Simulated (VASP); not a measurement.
Wanted: the native input for a VASP 6.6.1 run.

```
Task                   : single point
Functional             : PBE
Potentials or basis    : VASP PAW PBE potentials, release 64 (Zn, S)
Cutoff                 : 520 eV
k mesh                 : 10 × 10 × 10
Occupations            : gaussian, width 0.02 eV
Spin                   : no spin polarisation
Dipole correction      : no
Further INCAR settings : ALGO = Normal; EDIFF = 1e-06; NBANDS = 16
```

The structure of ZnS lies in POSCAR:

```
ZnS
1.0
    0.0000000000      2.6079516476      2.6079516476
    2.6079516476      0.0000000000      2.6079516476
    2.6079516476      2.6079516476      0.0000000000
Zn S
1 1
Direct
    0.2500000000      0.2500000000      0.2500000000
    0.0000000000      0.0000000000      0.0000000000
```

This cell differs from its parent crystal: volume scaled by 0.88.

The input as run:

INCAR

```
PREC = Accurate ; ENCUT = 520
EDIFF = 1E-6 ; ISMEAR = 0
SIGMA = 0.02 ; LREAL = False
LASPH = True ; NELM = 100
ALGO = Normal ; ISIF = 2
LWAVE = False ; LCHARG = True
GGA = PE ; LELF = True
LVHAR = True ; NBANDS = 16
```

KPOINTS

```
regular mesh
0
Gamma
  10 10 10
```

Potentials or basis: VASP PAW PBE potentials, release 64 (Zn, S).

Run with:

```sh
$ cat potpaw_PBE.64/Zn/POTCAR potpaw_PBE.64/S/POTCAR > POTCAR
$ mpirun -np 1 vasp_std > vasp.out
```

It gave:

```json
{
 "Pressure": "12.1 GPa",
 "Band gap on the k mesh": "2.59 eV, direct"
}
```

Run time: 30 s on 1 thread of Intel(R) Xeon(R) Platinum 8375C CPU @ 2.90GHz (Ice Lake) (shared host), peak memory 0.16 GiB.
